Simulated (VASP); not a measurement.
# BN (P4_2/mnm) in VASP: a series of runs

BN is run at these levels: PBEsol; tasks: single point.

Everything below comes from runs of VASP 6.6.1. Logs are shortened: lines on timing, memory, paths and dates and some standing lists are left out, and cuts for length are marked.

**1. The cell of the first run**

It takes space group P4_2/mnm (No. 136, tetragonal). Conventional cell: a = 4.332 Å, b = 4.332 Å, c = 2.462 Å, α = 90.00°, β = 90.00°, γ = 90.00°. Within 2.0 Å of B (site symmetry m2m) lie 4 N at 1.49 to 1.57 Å. N (site symmetry m2m) has 4 B at 1.49 to 1.57 Å within 2.0 Å.

**2. Single point, PBEsol**

Contents of INCAR:

```
PREC     = Accurate       # precision mode
ENCUT    = 520            # plane-wave cutoff, eV
EDIFF    = 1E-7           # SCF threshold, eV
ISMEAR   = 0              # smearing method
SIGMA    = 0.05           # smearing width, eV
LREAL    = False          # projectors in reciprocal space
LASPH    = True           # aspherical terms in the spheres
NELM     = 80             # most SCF steps
ALGO     = Normal         # electronic algorithm
ISIF     = 2              # what is computed and relaxed
LWAVE    = False          # write WAVECAR
LCHARG   = False          # write CHGCAR
GGA      = PS             # functional
NBANDS   = 26             # bands
```

Contents of KPOINTS:

```
regular mesh
0
Gamma
  6 6 10
```

Contents of POSCAR:

```
BN
1.0
    4.3323000000      0.0000000000      0.0000000000
    0.0000000000      4.3323000000      0.0000000000
    0.0000000000      0.0000000000      2.4619000000
B N
4 4
Direct
    0.1741337327      0.8258662673      0.5000000000
    0.3258662673      0.3258662673      0.0000000000
    0.6741337327      0.6741337327      0.0000000000
    0.8258662673      0.1741337327      0.5000000000
    0.8123909516      0.8123909516      0.5000000000
    0.3123909516      0.6876090484      0.0000000000
    0.6876090484      0.3123909516      0.0000000000
    0.1876090484      0.1876090484      0.5000000000
```

Potentials or basis: VASP PAW PBE potentials, release 64 (B, N).

On the command line:

```
$ cat potpaw_PBE.64/B/POTCAR potpaw_PBE.64/N/POTCAR > POTCAR
$ mpirun -np 1 vasp_std > vasp.out
```

OUTCAR:

```text
PREC = Accurate
   ENCUT = 520
   EDIFF = 1E-7
   ISMEAR = 0
   LREAL = False
   LASPH = True
   NELM = 80
   ISIF = 2
   GGA = PS

 ion  position               nearest neighbor table
   1  0.174  0.826  0.500-   6 1.49   6 1.49   8 1.57   5 1.57   4 2.13
   2  0.326  0.326  0.000-   8 1.49   8 1.49   6 1.57   7 1.57   3 2.13
   3  0.674  0.674  0.000-   5 1.49   5 1.49   7 1.57   6 1.57   2 2.13
   4  0.826  0.174  0.500-   7 1.49   7 1.49   8 1.57   5 1.57   1 2.13
   5  0.812  0.812  0.500-   3 1.49   3 1.49   4 1.57   1 1.57
   6  0.312  0.688  0.000-   1 1.49   1 1.49   3 1.57   2 1.57
   7  0.688  0.312  0.000-   4 1.49   4 1.49   2 1.57   3 1.57
   8  0.188  0.188  0.500-   2 1.49   2 1.49   4 1.57   1 1.57

  LATTYP: Found a simple tetragonal cell.
 ALAT       =     4.3323000000
 C/A-ratio  =     0.5682662789

  Lattice vectors:

 A1 = (   4.3323000000,   0.0000000000,   0.0000000000)
 A2 = (   0.0000000000,   4.3323000000,   0.0000000000)
 A3 = (   0.0000000000,   0.0000000000,   2.4619000000)

Analysis of symmetry for initial positions (statically):
=====================================================================
 Subroutine PRICEL returns:
 Original cell was already a primitive cell.

 Routine SETGRP: Setting up the symmetry group for a
 simple tetragonal supercell.

 Subroutine GETGRP returns: Found 16 space group operations
 (whereof  8 operations were pure point group operations)
 out of a pool of 16 trial point group operations.

The static configuration has the point symmetry D_2h.
 The point group associated with its full space group is D_4h.

Analysis of symmetry for dynamics (positions and initial velocities):
=====================================================================
 Subroutine PRICEL returns:
 Original cell was already a primitive cell.

 Routine SETGRP: Setting up the symmetry group for a
 simple tetragonal supercell.

 Subroutine GETGRP returns: Found 16 space group operations
 (whereof  8 operations were pure point group operations)
 out of a pool of 16 trial point group operations.

The dynamic configuration has the point symmetry D_2h.
 The point group associated with its full space group is D_4h.

 Subroutine INISYM returns: Found 16 space group operations
 (whereof  8 operations are pure point group operations),
[... 108 lines left out ...]
   EDIFF  = 0.1E-06   stopping-criterion for ELM
   LREAL  =      F    real-space projection
   EDIFFG = 0.1E-05   stopping-criterion for IOM
   NSW    =      0    number of steps for IOM
   IBRION =     -1    ionic relax: 0-MD 1-quasi-New 2-CG
   NFREE  =      0    steps in history (QN), initial steepest desc. (CG)
   ISIF   =      2    stress and relaxation
   ISYM   =      2    0-nonsym 1-usesym 2-fastsym
   POTIM  = 0.5000    time-step for ionic-motion
   TEBEG  =    0.0;   TEEND  =   0.0 temperature during run
   PSTRESS=    0.0 pullay stress
   NELECT =      32.0000    total number of electrons
   NUPDOWN=      -1.0000    fix difference up-down
   EMIN   =  10.00;   EMAX   =-10.00  energy-range for DOS
   EFERMI =   0.00;   METHOD = LEGACY
   ISMEAR =     0;   SIGMA  =   0.05  broadening in eV -4-tet -1-fermi 0-gaus
   EFERMI_NEDOS =   21; number of points for ismear=-14 and -15
   IALGO  =     38    algorithm
   IMIX   =      4    mixing-type and parameters
     AMIX     =   0.40;   BMIX     =  1.00
     AMIX_MAG =   1.60;   BMIX_MAG =  1.00
  volume/ion in A,a.u.               =       5.78        38.98
  Fermi-wavevector in a.u.,A,eV,Ry     =   1.448402  2.737082 28.543217  2.097867
  Thomas-Fermi vector in A             =   2.566247
   LORBIT       =      0    0 simple, 1 ext, 2 COOP (PROOUT), +10 PAW based schemes
   GGA     = PS    functional components
   LHFCALC =     F    Hartree Fock is set to
   AEXX    =    0.0000 exact exchange contribution
   IVDW    =     0    specifies the selected vdW correction
   LEPSILON=     F    determine dielectric tensor
   LRPA    =     F    only Hartree local field effects (RPA)
 non-spin polarized calculation
 Gauss-broadening in eV      SIGMA  =   0.05
  energy-cutoff  :      520.00
  volume of cell :       46.21
 maximum number of plane-waves:      1266
   NGX = 17   NGY = 17   NGZ =  9

 number of electron      32.0000002 magnetization

 Free energy of the ion-electron system (eV)
  ---------------------------------------------------
  ext. energy  EPLUGINS =         0.00000000
  ---------------------------------------------------
  free energy    TOTEN  =       -72.21811140 eV

  energy without entropy =      -72.21811140  energy(sigma->0) =      -72.21811140

 E-fermi :   7.9697     XC(G=0): -13.0219

 val. band max:        7.6516134373   @ k =   0.0000   0.0000   0.0000
 cond. band min:      12.2051003787   @ k =   0.0000   0.0000   0.3000
 fundamental gap:      4.5534869414
 Fermi energy:         7.9696534310

 k-point     1 :       0.0000    0.0000    0.0000
  band No.  band energies     occupation
      1     -13.1862      2.00000
      2      -8.8774      2.00000
      3      -8.8774      2.00000
      4      -8.6563      2.00000
      5      -2.6387      2.00000
      6      -2.3012      2.00000
[... 685 lines left out ...]
     25      20.4889      0.00000
     26      20.4889      0.00000

 [... further k-points ...]

------------------------ aborting loop because EDIFF is reached ----------------------------------------

  FORCE on cell =-STRESS in cart. coord.  units (eV):
  Direction    XX          YY          ZZ          XY          YZ          ZX
  --------------------------------------------------------------------------------------
  -------------------------------------------------------------------------------------
  Total        5.8013441      5.8013441     11.1773446     -0.0000000      0.0000000      0.0000000
  in kB      201.1554286    201.1554286    387.5625192     -0.0000000      0.0000000      0.0000000
  external PRESSURE =     263.2911255 kB  Pullay stress =       0.0000000 kB

 VOLUME and BASIS-vectors are now :
 -----------------------------------------------------------------------------
  energy-cutoff  :      520.00
  volume of cell :       46.21
      direct lattice vectors                 reciprocal lattice vectors
     4.332300000  0.000000000  0.000000000     0.230824273  0.000000000  0.000000000
     0.000000000  4.332300000  0.000000000     0.000000000  0.230824273  0.000000000
     0.000000000  0.000000000  2.461900000     0.000000000  0.000000000  0.406190341

 POSITION                                       TOTAL-FORCE (eV/Angst)
 -----------------------------------------------------------------------------------
      0.75440      3.57790      1.23095        -0.108660      0.108660     -0.000000
      1.41175      1.41175      0.00000         0.108660      0.108660     -0.000000
      2.92055      2.92055      0.00000        -0.108660     -0.108660      0.000000
      3.57790      0.75440      1.23095         0.108660     -0.108660      0.000000
      3.51952      3.51952      1.23095         0.058069      0.058069      0.000000
      1.35337      2.97893      0.00000         0.058069     -0.058069     -0.000000
      2.97893      1.35337      0.00000        -0.058069      0.058069      0.000000
      0.81278      0.81278      1.23095        -0.058069     -0.058069     -0.000000
 -----------------------------------------------------------------------------------
    total drift:                                0.000000     -0.000000     -0.000000

  FREE ENERGIE OF THE ION-ELECTRON SYSTEM (eV)
  ---------------------------------------------------
  free  energy   TOTEN  =       -72.2181114043 eV

  energy  without entropy=      -72.2181114043  energy(sigma->0) =      -72.21811140
```

Run time: 84 s. Hardware: 1 thread of Intel Xeon 8259CL, shared host; peak memory 0.18 GiB.

What came out:

```
Free energy            : -72.2181 eV
Pressure               : 26.3 GPa
Largest force          : 0.154 eV/Å
Band gap on the k mesh : 4.55 eV (least direct gap 5.77 eV)
```

Forces in eV/Å, atoms in the order of the input:
```
B   -0.109  0.109  0.000
B    0.109  0.109  0.000
B   -0.109 -0.109  0.000
B    0.109 -0.109  0.000
N    0.058  0.058  0.000
N    0.058 -0.058  0.000
N   -0.058  0.058  0.000
N   -0.058 -0.058  0.000
```

Stress tensor (GPa, compression positive):
```
20.12  0.00  0.00
 0.00 20.12  0.00
 0.00  0.00 38.76
```

Caveat: the stress differs along the axes, from 20 to 39 GPa; the PAW data sets were made with another functional, which shifts forces and pressure a little. A k mesh can miss the band edges.

**3. Single point, PBEsol**

This run uses another cell than the first one, of 5.84 Å³/atom.

Contents of INCAR:

```
PREC = Accurate
ENCUT = 520
EDIFF = 1E-6
ISMEAR = 0
SIGMA = 0.05
LREAL = F
LASPH = T
NELM = 80
ALGO = Normal
ISIF = 2
LWAVE = F
LCHARG = T
GGA = PS
LELF = T
LVHAR = T
NBANDS = 26
```

KPOINTS is that of step 2.

Edit POSCAR of step 2 so:

```diff
@@ -2,5 +2,5 @@
 1.0
-    4.3323000000      0.0000000000      0.0000000000
-    0.0000000000      4.3323000000      0.0000000000
-    0.0000000000      0.0000000000      2.4619000000
+    4.4972000000      0.0000000000      0.0000000000
+    0.0000000000      4.4972000000      0.0000000000
+    0.0000000000      0.0000000000      2.3096000000
 B N
```

Potentials or basis: VASP PAW PBE potentials, release 64 (B, N).

On the command line:

```
$ cat potpaw_PBE.64/B/POTCAR potpaw_PBE.64/N/POTCAR > POTCAR
$ mpirun -np 1 vasp_std > vasp.out
```

OUTCAR:

```text
PREC = Accurate
   ENCUT = 520
   EDIFF = 1E-6
   ISMEAR = 0
   LREAL = F
   LASPH = T
   NELM = 80
   ISIF = 2
   GGA = PS

 ion  position               nearest neighbor table
   1  0.174  0.826  0.500-   6 1.45   6 1.45   8 1.63   5 1.63
   2  0.326  0.326  0.000-   8 1.45   8 1.45   6 1.63   7 1.63
   3  0.674  0.674  0.000-   5 1.45   5 1.45   7 1.63   6 1.63
   4  0.826  0.174  0.500-   7 1.45   7 1.45   8 1.63   5 1.63
   5  0.812  0.812  0.500-   3 1.45   3 1.45   4 1.63   1 1.63
   6  0.312  0.688  0.000-   1 1.45   1 1.45   3 1.63   2 1.63
   7  0.688  0.312  0.000-   4 1.45   4 1.45   2 1.63   3 1.63
   8  0.188  0.188  0.500-   2 1.45   2 1.45   4 1.63   1 1.63

  LATTYP: Found a simple tetragonal cell.
 ALAT       =     4.4972000000
 C/A-ratio  =     0.5135639954

  Lattice vectors:

 A1 = (   4.4972000000,   0.0000000000,   0.0000000000)
 A2 = (   0.0000000000,   4.4972000000,   0.0000000000)
 A3 = (   0.0000000000,   0.0000000000,   2.3096000000)

Analysis of symmetry for initial positions (statically):
=====================================================================
 Subroutine PRICEL returns:
 Original cell was already a primitive cell.

 Routine SETGRP: Setting up the symmetry group for a
 simple tetragonal supercell.

 Subroutine GETGRP returns: Found 16 space group operations
 (whereof  8 operations were pure point group operations)
 out of a pool of 16 trial point group operations.

The static configuration has the point symmetry D_2h.
 The point group associated with its full space group is D_4h.

Analysis of symmetry for dynamics (positions and initial velocities):
=====================================================================
 Subroutine PRICEL returns:
 Original cell was already a primitive cell.

 Routine SETGRP: Setting up the symmetry group for a
 simple tetragonal supercell.

 Subroutine GETGRP returns: Found 16 space group operations
[... 134 lines left out ...]
   IMIX   =      4    mixing-type and parameters
     AMIX     =   0.40;   BMIX     =  1.00
     AMIX_MAG =   1.60;   BMIX_MAG =  1.00
  volume/ion in A,a.u.               =       5.84        39.40
  Fermi-wavevector in a.u.,A,eV,Ry     =   1.443171  2.727198 28.337429  2.082742
  Thomas-Fermi vector in A             =   2.561609
   LORBIT       =      0    0 simple, 1 ext, 2 COOP (PROOUT), +10 PAW based schemes
   GGA     = PS    functional components
   LHFCALC =     F    Hartree Fock is set to
   AEXX    =    0.0000 exact exchange contribution
   IVDW    =     0    specifies the selected vdW correction
   LEPSILON=     F    determine dielectric tensor
   LRPA    =     F    only Hartree local field effects (RPA)
 non-spin polarized calculation
 Gauss-broadening in eV      SIGMA  =   0.05
  energy-cutoff  :      520.00
  volume of cell :       46.71
 maximum number of plane-waves:      1281
 NGX is ok and might be reduce to    36
   NGX = 17   NGY = 17   NGZ =  9

 number of electron      32.0000000 magnetization

 Free energy of the ion-electron system (eV)
  ---------------------------------------------------
  ext. energy  EPLUGINS =         0.00000000
  ---------------------------------------------------
  free energy    TOTEN  =       -70.92713293 eV

  energy without entropy =      -70.92713293  energy(sigma->0) =      -70.92713293

 E-fermi :   8.0915     XC(G=0): -12.9490

 val. band max:        7.7821902295   @ k =   0.0000   0.0000   0.0000
 cond. band min:      11.8749492603   @ k =   0.0000   0.0000   0.3000
 fundamental gap:      4.0927590309
 Fermi energy:         8.0914929907

 k-point     1 :       0.0000    0.0000    0.0000
  band No.  band energies     occupation
      1     -13.2366      2.00000
      2      -9.5534      2.00000
      3      -9.5534      2.00000
      4      -8.8325      2.00000
      5      -3.6636      2.00000
      6      -2.3885      2.00000
[... 685 lines left out ...]
     25      21.5456      0.00000
     26      21.5456      0.00000

 [... further k-points ...]
[... 5 lines left out ...]
  --------------------------------------------------------------------------------------
  -------------------------------------------------------------------------------------
  Total       -3.1867636     -3.1867636     32.8112100      0.0000000      0.0000000      0.0000000
  in kB     -109.3048046   -109.3048046   1125.4122912      0.0000000      0.0000000      0.0000000
  external PRESSURE =     302.2675606 kB  Pullay stress =       0.0000000 kB

 VOLUME and BASIS-vectors are now :
 -----------------------------------------------------------------------------
  energy-cutoff  :      520.00
  volume of cell :       46.71
      direct lattice vectors                 reciprocal lattice vectors
     4.497200000  0.000000000  0.000000000     0.222360580  0.000000000  0.000000000
     0.000000000  4.497200000  0.000000000     0.000000000  0.222360580  0.000000000
     0.000000000  0.000000000  2.309600000     0.000000000  0.000000000  0.432975407

 POSITION                                       TOTAL-FORCE (eV/Angst)
 -----------------------------------------------------------------------------------
      0.78311      3.71409      1.15480        -0.513375      0.513375      0.000000
      1.46549      1.46549      0.00000         0.513375      0.513375      0.000000
      3.03171      3.03171      0.00000        -0.513375     -0.513375     -0.000000
      3.71409      0.78311      1.15480         0.513375     -0.513375     -0.000000
      3.65348      3.65348      1.15480         0.898947      0.898947      0.000000
      1.40488      3.09232      0.00000         0.898947     -0.898947     -0.000000
      3.09232      1.40488      0.00000        -0.898947      0.898947      0.000000
      0.84372      0.84372      1.15480        -0.898947     -0.898947     -0.000000
 -----------------------------------------------------------------------------------
    total drift:                                0.000000      0.000000      0.000000

  FREE ENERGIE OF THE ION-ELECTRON SYSTEM (eV)
  ---------------------------------------------------
  free  energy   TOTEN  =       -70.9271329255 eV

  energy  without entropy=      -70.9271329255  energy(sigma->0) =      -70.92713293
```

stdout:

```text
POSCAR found type information on POSCAR B N
 POSCAR found :  2 types and       8 ions
 scaLAPACK will be used
 -----------------------------------------------------------------------------
|                                                                             |
|                                                                             |
|     You enforced a specific xc type in the INCAR file but a different       |
|     I HOPE YOU KNOW WHAT YOU ARE DOING!                                     |
|                                                                             |
 -----------------------------------------------------------------------------

 LDA part: xc-table for (Slater+PW92), standard interpolation
 POSCAR, INCAR and KPOINTS ok, starting setup
 FFT: planning ... GRIDC
 FFT: planning ... GRID_SOFT
 FFT: planning ... GRID
 WAVECAR not read
 entering main loop
```

Run time: 1.7 min. Hardware: 1 thread of Intel Xeon 8259CL, shared host; peak memory 0.19 GiB.

Results:

| Item | Value |
| --- | --- |
| Free energy | -70.9271 eV |
| Pressure | 30.2 GPa |
| Largest force | 1.271 eV/Å |
| Band gap on the k mesh | 4.09 eV (least direct gap 5.67 eV) |

Forces in eV/Å, atoms in the order of the input:
```
B   -0.513  0.513  0.000
B    0.513  0.513  0.000
B   -0.513 -0.513  0.000
B    0.513 -0.513  0.000
N    0.899  0.899  0.000
N    0.899 -0.899  0.000
N   -0.899  0.899  0.000
N   -0.899 -0.899  0.000
```

Stress tensor (GPa, compression positive):
```
-10.93   0.00   0.00
  0.00 -10.93   0.00
  0.00   0.00 112.54
```

Levels at points of the mesh, in eV from the valence-band top:
```tsv
k point	band 12	band 13	band 14	band 15	band 16	band 17	band 18	band 19	band 20	band 21
(0.00, 0.00, 0.00)	-1.55	-0.73	-0.73	-0.26	0.00	6.61	6.61	7.47	7.83	8.67
(0.50, 0.00, 0.00)	-2.74	-1.85	-1.85	-0.83	-0.83	6.63	6.63	8.33	8.33	10.65
(0.50, 0.50, 0.00)	-4.07	-2.11	-2.11	-1.66	-1.66	6.68	6.68	9.77	9.77	10.99
(0.00, 0.00, 0.50)	-4.93	-4.87	-4.87	-3.57	-3.57	5.93	5.93	9.60	9.60	10.73
(0.50, 0.00, 0.50)	-4.95	-3.71	-3.71	-2.99	-2.99	6.41	6.41	8.17	8.17	8.54
(0.50, 0.50, 0.50)	-4.36	-3.07	-3.07	-3.04	-3.04	5.87	5.87	6.28	6.28	7.68
```

Caveat: the stress differs along the axes, from -11 to 113 GPa; the PAW data sets were made with another functional, which shifts forces and pressure a little.
